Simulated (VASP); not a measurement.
Wanted: the native input for a VASP 6.6.1 run.

| Item | Value |
| --- | --- |
| Task | single point |
| Functional | PBE |
| Potentials or basis | VASP PAW PBE potentials, release 64 (Al, N) |
| Cutoff | 520 eV |
| k mesh | 10 × 10 × 10 |
| Occupations | gaussian, width 0.05 eV |
| Spin | no spin polarisation |
| Dipole correction | no |
| Further INCAR settings | ALGO = Normal; EDIFF = 1e-06; NBANDS = 11 |

The structure of AlN lies in POSCAR:

```
AlN
1.0
    0.0000000000      2.3916869756      1.8655158409
    2.3916869756      0.0000000000      1.8655158409
    2.3916869756      2.3916869756      0.0000000000
Al N
1 1
Direct
    0.0000000000      0.0000000000      0.0000000000
    0.7500000000      0.7500000000      0.7500000000
```

This cell differs from its parent crystal: ratio of the length along z to the lengths across it x 0.78, volume and fractional coordinates fixed.

The input as run:

INCAR

```
SYSTEM = AlN
PREC     = Accurate       ! precision mode
ENCUT    = 520            ! plane-wave cutoff, eV
EDIFF    = 1E-6           ! SCF threshold, eV
ISMEAR   = 0              ! smearing method
SIGMA    = 0.05           ! smearing width, eV
LREAL    = .FALSE.        ! projectors in reciprocal space
LASPH    = .TRUE.         ! aspherical terms in the spheres
NELM     = 80             ! most SCF steps
ALGO     = Normal         ! electronic algorithm
ISIF     = 2              ! what is computed and relaxed
LWAVE    = .FALSE.        ! write WAVECAR
LCHARG   = .FALSE.        ! write CHGCAR
GGA      = PE             ! functional
NBANDS   = 11             ! bands
```

KPOINTS

```
Automatic mesh
0
G
  10 10 10
  0 0 0
```

Potentials or basis: VASP PAW PBE potentials, release 64 (Al, N).

Command:

```bash
$ cat potpaw_PBE.64/Al/POTCAR potpaw_PBE.64/N/POTCAR > POTCAR
$ mpirun -np 1 vasp_std > vasp.out
```

It gave:

| Property | Result |
| --- | --- |
| Pressure | -5.4 GPa |
| Band gap on the k mesh | 2.72 eV, indirect (least direct gap 3.26 eV) |

Wall time 7.6 s on 1 thread of Intel(R) Xeon(R) 6975P-C (Granite Rapids), with other jobs on the host, peak memory 0.15 GiB.
